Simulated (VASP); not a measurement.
Set up this calculation in VASP 6.6.1, as the native input.

```
Task                   : single point
Functional             : PBEsol
Potentials or basis    : VASP PAW PBE potentials, release 64 (C)
Cutoff                 : 520 eV
k mesh                 : 10 × 10 × 10
Occupations            : gaussian, width 0.01 eV
Spin                   : no spin polarisation
Dipole correction      : no
Further INCAR settings : ALGO = Normal; EDIFF = 1e-07; NBANDS = 11
```

The structure of C lies in POSCAR:

```
C
1.0
    0.0000000000      1.7756212551      1.7756212551
    1.7756212551      0.0000000000      1.7756212551
    1.7756212551      1.7756212551      0.0000000000
C
2
Direct
    0.5000000000      0.5000000000      0.5000000000
    0.7500000000      0.7500000000      0.7500000000
```

One way to write it, as run:

INCAR

```
SYSTEM = C
  PREC = Accurate
  ENCUT = 520
  EDIFF = 1E-7
  ISMEAR = 0
  SIGMA = 0.01
  LREAL = .FALSE.
  LASPH = .TRUE.
  NELM = 80
  ALGO = Normal
  ISIF = 2
  LWAVE = .FALSE.
  LCHARG = .FALSE.
  GGA = PS
  NBANDS = 11
```

KPOINTS

```
Automatic mesh
0
G
  10 10 10
  0 0 0
```

Potentials or basis: VASP PAW PBE potentials, release 64 (C).

The run is started by

```bash
$ cat potpaw_PBE.64/C/POTCAR > POTCAR
$ mpirun -np 1 vasp_std > vasp.out
```

Results of the run:

```
Pressure               : 2.1 GPa
Band gap on the k mesh : 4.06 eV, indirect (least direct gap 5.58 eV)
```

Caveat: the PAW data sets were made with another functional, which shifts forces and pressure a little.

It took 3.9 s on 1 thread of Intel(R) Xeon(R) Platinum 8375C CPU @ 2.90GHz (Ice Lake), with other jobs on the host, peak memory 0.11 GiB.
